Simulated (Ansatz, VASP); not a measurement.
**Two plane-wave programs on GeSb2Te4**

```
Ge Sb Te
1.0
    -4.29770    0.00000    0.00000
    -2.14885   -3.72192    0.00000
    -2.14907   -1.24076   14.13027
Ge Sb Te
1 2 4
Cartesian
  -3.2371 -1.8690 2.9297
  -1.0883 -0.6283 10.8994
  -5.3860 -3.1096 6.8767
  -5.3860 -3.1096 1.5205
  1.0606 0.6123 12.6098
  -3.2371 -1.8690 8.8510
  -1.0883 -0.6283 5.1306
```

Alike in both runs: task single point; functional PBE; k mesh 9 × 9 × 3; occupations gaussian, width 0.03 eV; no spin polarisation.

|  | VASP | Ansatz |
| --- | --- | --- |
| version | VASP 6.6.1 | Ansatz 0.2.0 |
| potentials or method | VASP PAW PBE potentials, release 64 (Ge_d, Sb, Te), cutoff 520 eV | scalar-relativistic, plane waves, PAW |
| valence electrons in the cell | 48 | 108 |

|  | VASP | Ansatz | Ansatz less VASP |
| --- | --- | --- | --- |
| gap on the k mesh at the Fermi level (eV) | 0.37 | 0.38 | +0.009 |
| least direct gap on the mesh (eV) | 0.42 | 0.43 | +0.011 |
| pressure (GPa) | 0.1 | 0.1 | +0.01 |
| traceless stress, the component that is largest in VASP (GPa) | 0.40 | 0.40 | -0.002 |
| rms of the force components (eV/Å) | 0.036 | 0.035 | -0.0013 |

Atom by atom the forces differ by 0.009 eV/Å (rms over components). VASP's potentials hold 48 valence electrons a cell and Ansatz's 108, so a difference there can come from the potentials and not from the codes.

Spin-orbit coupling is off throughout.
